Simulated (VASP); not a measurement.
Here is a VASP 6.6.1 calculation.

INCAR

```
  PREC = Accurate
  ENCUT = 520
  EDIFF = 1E-6
  ISMEAR = 0
  SIGMA = 0.1
  LREAL = False
  LASPH = True
  NELM = 150
  ALGO = Normal
  ISIF = 2
  LWAVE = False
  LCHARG = True
  ISPIN = 2
  MAGMOM = 3.2 0.75 0.75 0.75
  LORBIT = 11
  LMAXMIX = 4
  GGA = PE
  LELF = True
  LVHAR = True
  NBANDS = 31
```

The input KPOINTS:

```
Automatic mesh
0
Gamma
  12 12 12
```

File POSCAR:

```
FeNi3
1.0
    3.5497101716      0.0000000000      0.0000000000
    0.0000000000      3.5497101716      0.0000000000
    0.0000000000      0.0000000000      3.5497101716
Fe Ni
1 3
Direct
    0.0000000000      0.0000000000      0.0000000000
    0.0000000000      0.5000000000      0.5000000000
    0.5000000000      0.5000000000      0.0000000000
    0.5000000000      0.0000000000      0.5000000000
```

Potentials or basis: VASP PAW PBE potentials, release 64 (Fe, Ni).

The run is started by

```sh
$ cat potpaw_PBE.64/Fe/POTCAR potpaw_PBE.64/Ni/POTCAR > POTCAR
$ mpirun -np 1 vasp_std > vasp.out
```

Task: What does it give for the site moments?

Result: Fe +2.91; Ni +0.64 μB.

Task: What does it give for the pressure?

Result: -1.1 GPa.
